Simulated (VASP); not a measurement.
# AlRu (Pm-3m) in VASP: a series of runs

AlRu is run at these levels: r2SCAN+U, PBE, r2SCAN+D4; tasks: single point.

Program: VASP 6.6.1. These are calculated values, not measurements. Logs are shortened: lines on timing, memory, paths and dates and some standing lists are left out, and cuts for length are marked.

### Step 1. The cell of the first run

The structure is cubic, space group Pm-3m (No. 221). Conventional cell: a = 2.992 Å, b = 2.992 Å, c = 2.992 Å, α = 90.00°, β = 90.00°, γ = 90.00°. Ru (site symmetry m-3m) has 8 Al at 2.59 Å and 6 Ru at 2.99 Å within 3.4 Å. Al (site symmetry m-3m) has 8 Ru at 2.59 Å and 6 Al at 2.99 Å within 3.4 Å.

### Step 2. Single point, r2SCAN+U

POSCAR reads:

```
AlRu
1.0
    2.9916000000      0.0000000000      0.0000000000
    0.0000000000      2.9916000000      0.0000000000
    0.0000000000      0.0000000000      2.9916000000
Ru Al
1 1
Direct
    0.5000000000      0.5000000000      0.5000000000
    0.0000000000      0.0000000000      0.0000000000
```

INCAR.step1 reads:

```
PREC = Accurate ; ENCUT = 520
ISMEAR = 0 ; SIGMA = 0.05
LREAL = F ; LASPH = T
NELM = 150 ; LMAXMIX = 4
LDAU = T ; LDAUTYPE = 2
LDAUL = 2 -1 ; LDAUU = 3.5 0
LDAUJ = 0 0 ; NBANDS = 16
GGA = PE ; ALGO = Normal
EDIFF = 1E-4 ; LWAVE = T
LCHARG = F
```

INCAR.step2 reads:

```
PREC = Accurate ; ENCUT = 520
EDIFF = 1E-6 ; ISMEAR = 0
SIGMA = 0.05 ; LREAL = F
LASPH = T ; NELM = 150
ALGO = Normal ; ISIF = 2
LWAVE = F ; LCHARG = T
LMAXMIX = 4 ; LDAU = T
LDAUTYPE = 2 ; LDAUL = 2 -1
LDAUU = 3.5 0 ; LDAUJ = 0 0
LDAUPRINT = 1 ; METAGGA = R2SCAN
LMIXTAU = T ; LELF = T
LVHAR = T ; NBANDS = 16
ISTART = 1
```

KPOINTS reads:

```
Automatic mesh
0
Gamma
  9 9 9
```

Potentials or basis: VASP PAW PBE potentials, release 64 (Ru_pv, Al).

Run with:

```console
$ cat potpaw_PBE.64/Ru_pv/POTCAR potpaw_PBE.64/Al/POTCAR > POTCAR
$ cp INCAR.step1 INCAR
$ mpirun -np 1 vasp_std > vasp.out
$ cp INCAR.step2 INCAR
$ mpirun -np 1 vasp_std > vasp.out
```

OUTCAR:

```text
PREC = Accurate
   ENCUT = 520
   EDIFF = 1E-6
   ISMEAR = 0
   LREAL = F
   LASPH = T
   NELM = 150
   ISIF = 2
   METAGGA = R2SCAN
   ISTART = 1

 ion  position               nearest neighbor table
   1  0.500  0.500  0.500-   2 2.59   2 2.59   2 2.59   2 2.59   2 2.59   2 2.59   2 2.59   2 2.59

   2  0.000  0.000  0.000-   1 2.59   1 2.59   1 2.59   1 2.59   1 2.59   1 2.59   1 2.59   1 2.59

  LATTYP: Found a simple cubic cell.
 ALAT       =     2.9916000000

  Lattice vectors:

 A1 = (   2.9916000000,   0.0000000000,   0.0000000000)
 A2 = (   0.0000000000,   2.9916000000,   0.0000000000)
 A3 = (   0.0000000000,   0.0000000000,   2.9916000000)

Analysis of symmetry for initial positions (statically):
=====================================================================
 Subroutine PRICEL returns:
 Original cell was already a primitive cell.

 Routine SETGRP: Setting up the symmetry group for a
 simple cubic supercell.

 Subroutine GETGRP returns: Found 48 space group operations
[... 9 lines left out ...]

 Routine SETGRP: Setting up the symmetry group for a
 simple cubic supercell.

 Subroutine GETGRP returns: Found 48 space group operations
[... 11 lines left out ...]
                                     Primitive cell

  volume of cell :      26.7738

  direct lattice vectors                    reciprocal lattice vectors
     2.991600000  0.000000000  0.000000000     0.334269287  0.000000000  0.000000000
     0.000000000  2.991600000  0.000000000     0.000000000  0.334269287  0.000000000
     0.000000000  0.000000000  2.991600000     0.000000000  0.000000000  0.334269287

  length of vectors
     2.991600000  2.991600000  2.991600000     0.334269287  0.334269287  0.334269287

  position of ions in fractional coordinates (direct lattice)
     0.500000000  0.500000000  0.500000000
     0.000000000  0.000000000  0.000000000

  ion indices of the primitive-cell ions
   primitive index   ion index
                 1           1
                 2           2

----------------------------------------------------------------------------------------

 KPOINTS: Automatic mesh

Automatic generation of k-mesh.
 Grid dimensions read from file:
 generate k-points for:    9    9    9

 Generating k-lattice:

  Cartesian coordinates                     Fractional coordinates (reciprocal lattice)
     0.037141032  0.000000000  0.000000000     0.111111111  0.000000000  0.000000000
     0.000000000  0.037141032  0.000000000     0.000000000  0.111111111  0.000000000
     0.000000000  0.000000000  0.037141032     0.000000000  0.000000000  0.111111111

  Length of vectors
     0.037141032  0.037141032  0.037141032

  Shift w.r.t. Gamma in fractional coordinates (k-lattice)
     0.000000000  0.000000000  0.000000000

 Subroutine IBZKPT returns following result:
 ===========================================

 Found     35 irreducible k-points:

 Following reciprocal coordinates:
            Coordinates               Weight
  0.000000  0.000000  0.000000      1.000000
  0.111111  0.000000  0.000000      6.000000
  0.222222  0.000000  0.000000      6.000000
  0.333333  0.000000  0.000000      6.000000
  0.444444  0.000000  0.000000      6.000000
  0.111111  0.111111  0.000000     12.000000
[... 16 lines left out ...]
  0.333333  0.333333  0.111111     24.000000
  0.444444  0.333333  0.111111     48.000000
 [... further k-points ...]
   k-points           NKPTS =     35   k-points in BZ     NKDIM =     35   number of bands    NBANDS=     16
   number of dos      NEDOS =    301   number of ions     NIONS =      2
   total plane-waves  NPLWV =  13824
   dimension x,y,z NGX =    24 NGY =   24 NGZ =   24
   dimension x,y,z NGXF=    48 NGYF=   48 NGZF=   48
   ions per type =               1   1
   NGX,Y,Z   is equivalent  to a cutoff of  13.34, 13.34, 13.34 a.u.
   NGXF,Y,Z  is equivalent  to a cutoff of  26.67, 26.67, 26.67 a.u.
 SYSTEM =  unknown system
   PREC   = accura    normal or accurate (medium, high low for compatibility)
   ISTART =      1    job   : 0-new  1-cont  2-samecut
   ICHARG =      0    charge: 1-file 2-atom 10-const
   ISPIN  =      1    spin polarized calculation?
   LNONCOLLINEAR =      F non collinear calculations
   LSORBIT =      F    spin-orbit coupling
   LASPH  =      T    aspherical Exc in radial PAW
   ENCUT  =  520.0 eV  38.22 Ry    6.18 a.u.   5.56  5.56  5.56*2*pi/ulx,y,z
   NELM   =    150;   NELMIN=  2; NELMDL=  0     # of ELM steps
   EDIFF  = 0.1E-05   stopping-criterion for ELM
   LREAL  =      F    real-space projection
   EDIFFG = 0.1E-04   stopping-criterion for IOM
   NSW    =      0    number of steps for IOM
   IBRION =     -1    ionic relax: 0-MD 1-quasi-New 2-CG
   NFREE  =      0    steps in history (QN), initial steepest desc. (CG)
   ISIF   =      2    stress and relaxation
   ISYM   =      2    0-nonsym 1-usesym 2-fastsym
   POTIM  = 0.5000    time-step for ionic-motion
   TEBEG  =    0.0;   TEEND  =   0.0 temperature during run
   PSTRESS=    0.0 pullay stress
   NELECT =      17.0000    total number of electrons
   NUPDOWN=      -1.0000    fix difference up-down
   EMIN   =  10.00;   EMAX   =-10.00  energy-range for DOS
   EFERMI =   0.00;   METHOD = LEGACY
   ISMEAR =     0;   SIGMA  =   0.05  broadening in eV -4-tet -1-fermi 0-gaus
   EFERMI_NEDOS =   21; number of points for ismear=-14 and -15
   IALGO  =     38    algorithm
   IMIX   =      4    mixing-type and parameters
     AMIX     =   0.40;   BMIX     =  1.00
     AMIX_MAG =   1.60;   BMIX_MAG =  1.00
  volume/ion in A,a.u.               =      13.39        90.34
  Fermi-wavevector in a.u.,A,eV,Ry     =   1.407087  2.659009 26.938090  1.979894
  Thomas-Fermi vector in A             =   2.529382
   LORBIT       =      0    0 simple, 1 ext, 2 COOP (PROOUT), +10 PAW based schemes
 LDA+U is selected, type is set to LDAUTYPE =  2
   angular momentum for each species LDAUL =     2   -1
   U (eV)           for each species LDAUU =   3.5  0.0
   J (eV)           for each species LDAUJ =   0.0  0.0
   METAGGA = R2SCAN    functional components
   LHFCALC =     F    Hartree Fock is set to
   AEXX    =    0.0000 exact exchange contribution
   IVDW    =     0    specifies the selected vdW correction
   LEPSILON=     F    determine dielectric tensor
   LRPA    =     F    only Hartree local field effects (RPA)
 non-spin polarized calculation
 Gauss-broadening in eV      SIGMA  =   0.05
  energy-cutoff  :      520.00
  volume of cell :       26.77
 maximum number of plane-waves:       739
 NGX is ok and might be reduce to    24
   NGX = 11   NGY = 11   NGZ = 11

atom =   1  type =  1  l = 2

 onsite density matrix

spin component  1

  0.7328 -0.0000  0.0000  0.0000  0.0000
 -0.0000  0.7328  0.0000  0.0000  0.0000
  0.0000  0.0000  0.4906  0.0000 -0.0000
  0.0000  0.0000  0.0000  0.7328  0.0000
  0.0000  0.0000 -0.0000  0.0000  0.4906

spin component  2

  0.7328 -0.0000  0.0000  0.0000  0.0000
 -0.0000  0.7328  0.0000  0.0000  0.0000
  0.0000  0.0000  0.4906  0.0000 -0.0000
  0.0000  0.0000  0.0000  0.7328  0.0000
  0.0000  0.0000 -0.0000  0.0000  0.4906

 occupancies and eigenvectors

  o =  0.4906  v =  0.0000  0.0000  0.0023 -0.0000 -1.0000  0.0000  0.0000  0.0000  0.0000  0.0000      0.0000  0.0000  0.0000  0.0000  0.0000  0.0000  0.0000  0.0000  0.0000  0.0000
  o =  0.4906  v =  0.0000  0.0000  0.0000  0.0000  0.0000  0.0000  0.0000  0.0023 -0.0000 -1.0000      0.0000  0.0000  0.0000  0.0000  0.0000  0.0000  0.0000  0.0000  0.0000  0.0000
  o =  0.4906  v =  0.0000  0.0000 -1.0000  0.0000 -0.0023  0.0000  0.0000  0.0000  0.0000  0.0000      0.0000  0.0000  0.0000  0.0000  0.0000  0.0000  0.0000  0.0000  0.0000  0.0000
  o =  0.4906  v =  0.0000  0.0000  0.0000  0.0000  0.0000  0.0000  0.0000 -1.0000  0.0000 -0.0023      0.0000  0.0000  0.0000  0.0000  0.0000  0.0000  0.0000  0.0000  0.0000  0.0000
  o =  0.7328  v =  0.0000  0.0000  0.0000  0.0000  0.0000  0.0000 -0.9656 -0.0000  0.2600 -0.0000      0.0000  0.0000  0.0000  0.0000  0.0000  0.0000  0.0000  0.0000  0.0000  0.0000
  o =  0.7328  v =  0.0000 -0.9656 -0.0000  0.2600 -0.0000  0.0000  0.0000  0.0000  0.0000  0.0000      0.0000  0.0000  0.0000  0.0000  0.0000  0.0000  0.0000  0.0000  0.0000  0.0000
  o =  0.7328  v =  1.0000  0.0000  0.0000  0.0000  0.0000  0.0000  0.0000  0.0000  0.0000  0.0000      0.0000  0.0000  0.0000  0.0000  0.0000  0.0000  0.0000  0.0000  0.0000  0.0000
  o =  0.7328  v =  0.0000  0.0000  0.0000  0.0000  0.0000  1.0000  0.0000  0.0000  0.0000  0.0000      0.0000  0.0000  0.0000  0.0000  0.0000  0.0000  0.0000  0.0000  0.0000  0.0000
  o =  0.7328  v =  0.0000  0.0000  0.0000  0.0000  0.0000  0.0000  0.2600  0.0000  0.9656 -0.0000      0.0000  0.0000  0.0000  0.0000  0.0000  0.0000  0.0000  0.0000  0.0000  0.0000
  o =  0.7328  v =  0.0000  0.2600  0.0000  0.9656 -0.0000  0.0000  0.0000  0.0000  0.0000  0.0000      0.0000  0.0000  0.0000  0.0000  0.0000  0.0000  0.0000  0.0000  0.0000  0.0000

 number of electron      16.9999996 magnetization

 Free energy of the ion-electron system (eV)
  ---------------------------------------------------
  ext. energy  EPLUGINS =         0.00000000
  ---------------------------------------------------
  free energy    TOTEN  =       -29.65355244 eV

  energy without entropy =      -29.65136511  energy(sigma->0) =      -29.65245877

 E-fermi :  10.2527     XC(G=0): -13.5849

 val. band max:       10.2304042780   @ k =   0.1111   0.0000   0.0000
 cond. band min:      10.2739569920   @ k =   0.4444   0.4444   0.1111
 fundamental gap:      0.0435527140
 Fermi energy:        10.2527206501

 k-point     1 :       0.0000    0.0000    0.0000
  band No.  band energies     occupation
      1     -32.1602      2.00000
      2     -32.1602      2.00000
      3     -32.1602      2.00000
      4       0.3901      2.00000
      5       7.1097      2.00000
      6       7.1097      2.00000
[... 8 lines left out ...]
     15      22.0829      0.00000
     16      27.0566      0.00000

 k-point     2 :       0.1111    0.0000    0.0000
  band No.  band energies     occupation
      1     -32.1881      2.00000
      2     -32.1578      2.00000
      3     -32.1578      2.00000
      4       0.6404      2.00000
      5       7.1734      2.00000
      6       7.2028      2.00000
[... 8 lines left out ...]
     15      22.9328      0.00000
     16      27.8170      0.00000
[... 387 lines left out ...]
      5       6.5736      2.00000
      6       7.7937      2.00000
[... 8 lines left out ...]
     15      24.7893      0.00000
     16      25.7659      0.00000

 k-point    24 :       0.4444    0.3333    0.1111
  band No.  band energies     occupation
      1     -32.3621      2.00000
      2     -32.3066      2.00000
      3     -32.1507      2.00000
      4       4.2240      2.00000
      5       6.5990      2.00000
      6       7.5874      2.00000
[... 8 lines left out ...]
     15      24.2885      0.00000
     16      24.8941      0.00000

 [... further k-points ...]
[... 5 lines left out ...]
  --------------------------------------------------------------------------------------
  -------------------------------------------------------------------------------------
  Total       -0.6176653     -0.6176653     -0.6176653      0.0000000      0.0000000     -0.0000000
  in kB      -36.9618095    -36.9618095    -36.9618095      0.0000000      0.0000000     -0.0000000
  external PRESSURE =     -36.9618095 kB  Pullay stress =       0.0000000 kB

 VOLUME and BASIS-vectors are now :
 -----------------------------------------------------------------------------
  energy-cutoff  :      520.00
  volume of cell :       26.77
      direct lattice vectors                 reciprocal lattice vectors
     2.991600000  0.000000000  0.000000000     0.334269287  0.000000000  0.000000000
     0.000000000  2.991600000  0.000000000     0.000000000  0.334269287  0.000000000
     0.000000000  0.000000000  2.991600000     0.000000000  0.000000000  0.334269287

 POSITION                                       TOTAL-FORCE (eV/Angst)
 -----------------------------------------------------------------------------------
      1.49580      1.49580      1.49580         0.000000      0.000000      0.000000
      0.00000      0.00000      0.00000         0.000000      0.000000      0.000000
 -----------------------------------------------------------------------------------
    total drift:                                0.000000     -0.000000     -0.000000

  FREE ENERGIE OF THE ION-ELECTRON SYSTEM (eV)
  ---------------------------------------------------
  free  energy   TOTEN  =       -29.6535524382 eV

  energy  without entropy=      -29.6513651089  energy(sigma->0) =      -29.65245877
```

Wall time 25 s (1 thread of Intel Xeon Platinum 8488C (Sapphire Rapids), shared host); peak memory 0.15 GiB.

Results:

```
Free energy : -29.6536 eV
Pressure    : -3.7 GPa
```

Eigenvalues of the final occupation matrices:
| site | spin | trace | eigenvalues |
| --- | --- | --- | --- |
| site 1 d | 1 | 3.18 | 0.49 0.49 0.73 0.73 0.73 |
| site 1 d | 2 | 3.18 | 0.49 0.49 0.73 0.73 0.73 |

Caveat: the PAW data sets were made with another functional, which shifts forces and pressure a little; U without spin polarisation on a metal has little footing; the U is typed as a test and isn't derived for this compound.

(Part 1 of 2 ends here.)
